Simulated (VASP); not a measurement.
# Al2Rh (P6_3/mmc) in VASP: notebook

Al2Rh is run at these levels: PBE; tasks: single point, relaxation of cell and atoms.

Everything below comes from runs of VASP 6.6.1. Logs are shortened: lines on timing, memory, paths and dates and some standing lists are left out, and cuts for length are marked.

**1. The cell of the first run**

Symmetry: P6_3/mmc, No. 194, hexagonal system. Conventional cell: a = 4.330 Å, b = 4.330 Å, c = 5.356 Å, α = 90.00°, β = 90.00°, γ = 120.00°. Al (site symmetry -6m2) has 5 Rh at 2.50 to 2.68 Å and 6 Al at 2.84 Å within 3.3 Å. Al (site symmetry -3m) has 8 Al at 2.68 to 2.84 Å and 6 Rh at 2.84 Å within 3.5 Å. Rh (site symmetry -6m2) has 11 Al at 2.50 to 2.84 Å within 3.3 Å.

**2. Single point, PBE**

Input file INCAR:

```
SYSTEM = Al2Rh
PREC = Accurate ; ENCUT = 520
EDIFF = 1E-6 ; ISMEAR = 0
SIGMA = 0.1 ; LREAL = .False.
LASPH = .True. ; NELM = 60
ALGO = Normal ; ISIF = 2
LWAVE = .False. ; LCHARG = .False.
GGA = PE ; NBANDS = 30
```

Input file KPOINTS:

```
regular mesh
0
Gamma
  6 6 4
  0 0 0
```

Input file POSCAR:

```
Al2Rh
1.0
    4.3297323021      0.0000000000      0.0000000000
   -2.1648661511      3.7496581652      0.0000000000
    0.0000000000      0.0000000000      5.3561221429
Al Rh
4 2
Direct
    0.3333333333      0.6666666667      0.7500000000
    0.6666666667      0.3333333333      0.2500000000
    0.0000000000      0.0000000000      0.0000000000
    0.0000000000      0.0000000000      0.5000000000
    0.3333333333      0.6666666667      0.2500000000
    0.6666666667      0.3333333333      0.7500000000
```

Potentials or basis: VASP PAW PBE potentials, release 64 (Al, Rh_pv).

Started as:

```console
cat potpaw_PBE.64/Al/POTCAR potpaw_PBE.64/Rh_pv/POTCAR > POTCAR
mpirun -np 1 vasp_std > vasp.out
```

OUTCAR:

```text
SYSTEM = Al2Rh
   PREC = Accurate
   ENCUT = 520
   EDIFF = 1E-6
   ISMEAR = 0
   LREAL = .False.
   LASPH = .True.
   NELM = 60
   ISIF = 2
   GGA = PE

 ion  position               nearest neighbor table
   1  0.333  0.667  0.750-   6 2.50   6 2.50   6 2.50   5 2.68   5 2.68   3 2.84   4 2.84   4 2.84
                             3 2.84   4 2.84   3 2.84
   2  0.667  0.333  0.250-   5 2.50   5 2.50   5 2.50   6 2.68   6 2.68   3 2.84   4 2.84   3 2.84
                             4 2.84   3 2.84   4 2.84
   3  0.000  0.000  0.000-   4 2.68   4 2.68   1 2.84   5 2.84   6 2.84   2 2.84   2 2.84   6 2.84
                             1 2.84   5 2.84   2 2.84   6 2.84   1 2.84   5 2.84
   4  0.000  0.000  0.500-   3 2.68   3 2.68   1 2.84   5 2.84   6 2.84   2 2.84   2 2.84   6 2.84
                             1 2.84   5 2.84   2 2.84   6 2.84   1 2.84   5 2.84
   5  0.333  0.667  0.250-   2 2.50   2 2.50   2 2.50   1 2.68   1 2.68   3 2.84   4 2.84   4 2.84
                             3 2.84   4 2.84   3 2.84
   6  0.667  0.333  0.750-   1 2.50   1 2.50   1 2.50   2 2.68   2 2.68   3 2.84   4 2.84   3 2.84
                             4 2.84   3 2.84   4 2.84

  LATTYP: Found a hexagonal cell.
 ALAT       =     4.3297323021
 C/A-ratio  =     1.2370561894

  Lattice vectors:

 A1 = (   4.3297323021,   0.0000000000,   0.0000000000)
 A2 = (  -2.1648661511,   3.7496581652,   0.0000000000)
 A3 = (   0.0000000000,   0.0000000000,   5.3561221429)

Analysis of symmetry for initial positions (statically):
=====================================================================
 Subroutine PRICEL returns:
 Original cell was already a primitive cell.

 Routine SETGRP: Setting up the symmetry group for a
 hexagonal supercell.

 Subroutine GETGRP returns: Found 24 space group operations
 (whereof 12 operations were pure point group operations)
 out of a pool of 24 trial point group operations.

The static configuration has the point symmetry D_3d.
 The point group associated with its full space group is D_6h.

Analysis of symmetry for dynamics (positions and initial velocities):
=====================================================================
 Subroutine PRICEL returns:
 Original cell was already a primitive cell.

 Routine SETGRP: Setting up the symmetry group for a
 hexagonal supercell.

 Subroutine GETGRP returns: Found 24 space group operations
 (whereof 12 operations were pure point group operations)
 out of a pool of 24 trial point group operations.

The dynamic configuration has the point symmetry D_3d.
[... 106 lines left out ...]
   EDIFFG = 0.1E-04   stopping-criterion for IOM
   NSW    =      0    number of steps for IOM
   IBRION =     -1    ionic relax: 0-MD 1-quasi-New 2-CG
   NFREE  =      0    steps in history (QN), initial steepest desc. (CG)
   ISIF   =      2    stress and relaxation
   ISYM   =      2    0-nonsym 1-usesym 2-fastsym
   POTIM  = 0.5000    time-step for ionic-motion
   TEBEG  =    0.0;   TEEND  =   0.0 temperature during run
   PSTRESS=    0.0 pullay stress
   NELECT =      42.0000    total number of electrons
   NUPDOWN=      -1.0000    fix difference up-down
   EMIN   =  10.00;   EMAX   =-10.00  energy-range for DOS
   EFERMI =   0.00;   METHOD = LEGACY
   ISMEAR =     0;   SIGMA  =   0.10  broadening in eV -4-tet -1-fermi 0-gaus
   EFERMI_NEDOS =   21; number of points for ismear=-14 and -15
   IALGO  =     38    algorithm
   IMIX   =      4    mixing-type and parameters
     AMIX     =   0.40;   BMIX     =  1.00
     AMIX_MAG =   1.60;   BMIX_MAG =  1.00
  volume/ion in A,a.u.               =      14.49        97.80
  Fermi-wavevector in a.u.,A,eV,Ry     =   1.284469  2.427294 22.447706  1.649860
  Thomas-Fermi vector in A             =   2.416661
   LORBIT       =      0    0 simple, 1 ext, 2 COOP (PROOUT), +10 PAW based schemes
   GGA     = PE    functional components
   LHFCALC =     F    Hartree Fock is set to
   AEXX    =    0.0000 exact exchange contribution
   IVDW    =     0    specifies the selected vdW correction
   LEPSILON=     F    determine dielectric tensor
   LRPA    =     F    only Hartree local field effects (RPA)
 non-spin polarized calculation
 Gauss-broadening in eV      SIGMA  =   0.10
  energy-cutoff  :      520.00
  volume of cell :       86.96
 maximum number of plane-waves:      2360
   NGX = 17   NGY = 17   NGZ = 19

 number of electron      41.9999999 magnetization

 Free energy of the ion-electron system (eV)
  ---------------------------------------------------
  ext. energy  EPLUGINS =         0.00000000
  ---------------------------------------------------
  free energy    TOTEN  =       -33.16964087 eV

  energy without entropy =      -33.15030099  energy(sigma->0) =      -33.15997093

 E-fermi :  10.0195     XC(G=0): -11.6354

 val. band max:        9.9926833759   @ k =   0.1667   0.0000   0.5000
 cond. band min:      10.0284717692   @ k =   0.3333   0.1667   0.2500
 fundamental gap:      0.0357883933
 Fermi energy:        10.0195404468

 k-point     1 :       0.0000    0.0000    0.0000
  band No.  band energies     occupation
      1     -36.2764      2.00000
      2     -36.2764      2.00000
      3     -36.2695      2.00000
      4     -36.2695      2.00000
      5     -36.2038      2.00000
      6     -36.1840      2.00000
[... 682 lines left out ...]
     29      16.0700      0.00000
     30      16.0700      0.00000

------------------------ aborting loop because EDIFF is reached ----------------------------------------

  FORCE on cell =-STRESS in cart. coord.  units (eV):
  Direction    XX          YY          ZZ          XY          YZ          ZX
  --------------------------------------------------------------------------------------
  -------------------------------------------------------------------------------------
  Total       -0.0202499     -0.0202499     -0.1540562      0.0000000      0.0000000      0.0000000
  in kB       -0.3731048     -0.3731048     -2.8384852      0.0000000      0.0000000      0.0000000
  external PRESSURE =      -1.1948983 kB  Pullay stress =       0.0000000 kB

 VOLUME and BASIS-vectors are now :
 -----------------------------------------------------------------------------
  energy-cutoff  :      520.00
  volume of cell :       86.96
      direct lattice vectors                 reciprocal lattice vectors
     4.329732302  0.000000000  0.000000000     0.230961161  0.133345489  0.000000000
    -2.164866151  3.749658165  0.000000000     0.000000000  0.266690977  0.000000000
     0.000000000  0.000000000  5.356122143     0.000000000  0.000000000  0.186702240

 POSITION                                       TOTAL-FORCE (eV/Angst)
 -----------------------------------------------------------------------------------
     -0.00000      2.49977      4.01709         0.000000     -0.000000      0.000000
      2.16487      1.24989      1.33903        -0.000000      0.000000      0.000000
      0.00000      0.00000      0.00000        -0.000000     -0.000000      0.000000
      0.00000      0.00000      2.67806        -0.000000     -0.000000      0.000000
     -0.00000      2.49977      1.33903        -0.000000      0.000000     -0.000000
      2.16487      1.24989      4.01709         0.000000     -0.000000      0.000000
 -----------------------------------------------------------------------------------
    total drift:                               -0.000000      0.000000      0.000000

  FREE ENERGIE OF THE ION-ELECTRON SYSTEM (eV)
  ---------------------------------------------------
  free  energy   TOTEN  =       -33.1696408696 eV

  energy  without entropy=      -33.1503009919  energy(sigma->0) =      -33.15997093
```

OSZICAR:

```text
N       E                     dE             d eps       ncg     rms          rms(c)
DAV:   1     0.314940845002E+03    0.31494E+03   -0.22845E+04  1436   0.133E+03
DAV:   2    -0.229252449846E+02   -0.33787E+03   -0.32473E+03  1370   0.358E+02
DAV:   3    -0.336881450784E+02   -0.10763E+02   -0.10554E+02  1554   0.634E+01
DAV:   4    -0.338328862452E+02   -0.14474E+00   -0.14444E+00  1424   0.723E+00
DAV:   5    -0.338352139750E+02   -0.23277E-02   -0.23276E-02  1448   0.102E+00    0.118E+01
DAV:   6    -0.334426372721E+02    0.39258E+00   -0.36078E+00  1382   0.145E+01    0.400E+00
DAV:   7    -0.332387618215E+02    0.20388E+00   -0.95136E-01  1370   0.781E+00    0.362E+00
DAV:   8    -0.331712424699E+02    0.67519E-01   -0.13906E-01  1344   0.290E+00    0.401E-01
DAV:   9    -0.331698479901E+02    0.13945E-02   -0.55987E-03  1468   0.448E-01    0.236E-01
DAV:  10    -0.331696724536E+02    0.17554E-03   -0.10522E-03  1384   0.262E-01    0.980E-02
DAV:  11    -0.331696415061E+02    0.30947E-04   -0.12613E-04  1430   0.901E-02    0.179E-02
DAV:  12    -0.331696408696E+02    0.63649E-06   -0.76396E-06  1394   0.192E-02
   1 F= -.33169641E+02 E0= -.33159971E+02  d E =-.193399E-01
```

stdout:

```text
POSCAR found type information on POSCAR AlRh
 POSCAR found :  2 types and       6 ions
 scaLAPACK will be used
 LDA part: xc-table for (Slater+PW92), standard interpolation
 POSCAR, INCAR and KPOINTS ok, starting setup
 FFT: planning ... GRIDC
 FFT: planning ... GRID_SOFT
 FFT: planning ... GRID
 WAVECAR not read
 entering main loop
```

It took 16 s on 1 thread of Intel Xeon 6975P-C (Granite Rapids), shared host; peak memory 0.21 GiB.

Results:

- Free energy: -33.1696 eV
- Pressure: -0.1 GPa
- Band gap on the k mesh: zero (band 21 reaches 11.46 eV, above the bottom of band 22 at 8.80 eV)

Levels at points of the mesh, in eV from the Fermi level:
```csv
k point,band 19,band 20,band 21,band 22,band 23,band 24
"(0.00, 0.00, 0.00)",-1.39,0.84,1.30,1.30,1.96,1.96
"(0.50, 0.00, 0.00)",-1.69,-1.37,-0.25,-0.19,1.27,1.32
"(0.00, 0.00, 0.50)",0.88,0.88,1.44,1.44,1.44,1.44
"(0.50, 0.00, 0.50)",-1.48,-1.48,-0.16,-0.16,1.94,1.94
```

(Continued in part 2 of 2.)
